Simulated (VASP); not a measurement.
Set up this calculation in VASP 6.6.1, as the native input.

```yaml
Task: single point
Functional: r2SCAN
Potentials_or_basis: VASP PAW PBE potentials, release 64 (Pb_d, Se)
Cutoff: 520 eV
k_mesh: 7 × 7 × 7
Occupations: fermi-dirac, width 0.05 eV
Spin: no spin polarisation
Dipole_correction: no
Further_INCAR_settings: ALGO = Normal; EDIFF = 1e-06; NBANDS = 17
```

Crystal: PbSe.

```xyz
2
Lattice="3.7332 0.0000 0.0000 0.0000 3.7332 0.0000 0.0000 0.0000 3.7332" Properties=species:S:1:pos:R:3 pbc="T T T"
Pb    0.0000    0.0000    0.0000
Se    1.8666    1.8666    1.8666
```

The input as run:

POSCAR

```
PbSe
1.0
    3.7331762438      0.0000000000      0.0000000000
    0.0000000000      3.7331762438      0.0000000000
    0.0000000000      0.0000000000      3.7331762438
Pb Se
1 1
Direct
    0.0000000000      0.0000000000      0.0000000000
    0.5000000000      0.5000000000      0.5000000000
```

INCAR.step1

```
PREC = Accurate
ENCUT = 520
ISMEAR = -1
SIGMA = 0.05
LREAL = F
LASPH = T
NELM = 60
NBANDS = 17
GGA = PE
ALGO = Normal
EDIFF = 1E-4
LWAVE = T
LCHARG = F
```

INCAR.step2

```
PREC = Accurate
ENCUT = 520
EDIFF = 1E-6
ISMEAR = -1
SIGMA = 0.05
LREAL = F
LASPH = T
NELM = 60
ALGO = Normal
ISIF = 2
LWAVE = F
LCHARG = T
METAGGA = R2SCAN
LMIXTAU = T
LELF = T
LVHAR = T
NBANDS = 17
ISTART = 1
```

KPOINTS

```
regular mesh
0
Gamma
  7 7 7
```

Potentials or basis: VASP PAW PBE potentials, release 64 (Pb_d, Se).

Run with:

```bash
$ cat potpaw_PBE.64/Pb_d/POTCAR potpaw_PBE.64/Se/POTCAR > POTCAR
$ cp INCAR.step1 INCAR
$ mpirun -np 1 vasp_std > vasp.out
$ cp INCAR.step2 INCAR
$ mpirun -np 1 vasp_std > vasp.out
```

It gave:

```yaml
Pressure: 1.4 GPa
Band_gap_on_the_k_mesh: zero (band 10 reaches 5.60 eV, above the bottom of band 11 at 5.57 eV)
```

Caveat: the PAW data sets were made with another functional, which shifts forces and pressure a little; spin-orbit coupling is left out, which moves the levels of the heavy elements.

Wall time 60 s on 1 thread of Intel(R) Xeon(R) Platinum 8259CL CPU @ 2.50GHz (Skylake/Cascade Lake) (shared host), peak memory 0.17 GiB.
